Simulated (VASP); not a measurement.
ZnO, 4 atoms in the cell. Symmetry: P6_3/mmc, No. 194, hexagonal system. The conventional cell has a = 2.978 Å, b = 2.978 Å, c = 5.119 Å, α = 90.00°, β = 90.00°, γ = 120.00°. Within 2.8 Å of Zn (site symmetry -3m) lie 6 O at 2.14 Å and 2 Zn at 2.56 Å. Within 2.8 Å of O (site symmetry -6m2) lie 6 Zn at 2.14 Å. 

```yaml
Program: VASP 6.6.1
Task: single point
Functional: PBEsol
Potentials_or_basis: VASP PAW PBE potentials, release 64 (Zn, O)
Cutoff: 520 eV
k_mesh: 12 × 12 × 4
Occupations: fermi-dirac, width 0.02 eV
Spin: no spin polarisation
Dipole_correction: no
Further_INCAR_settings: ALGO = Normal; EDIFF = 1e-06; NBANDS = 26
```

Potentials or basis: VASP PAW PBE potentials, release 64 (Zn, O).

Command:

```console
$ cat potpaw_PBE.64/Zn/POTCAR potpaw_PBE.64/O/POTCAR > POTCAR
$ mpirun -np 1 vasp_std > vasp.out
```

Hardware: 1 thread of Intel(R) Xeon(R) Platinum 8488C (Sapphire Rapids) (shared host).

Q: Estimate the wall time of this run.

A: Run time: 37 s on 1 thread of Intel(R) Xeon(R) Platinum 8488C (Sapphire Rapids) (shared host), peak memory 0.18 GiB. Counts: scf iterations 14, k points 57.
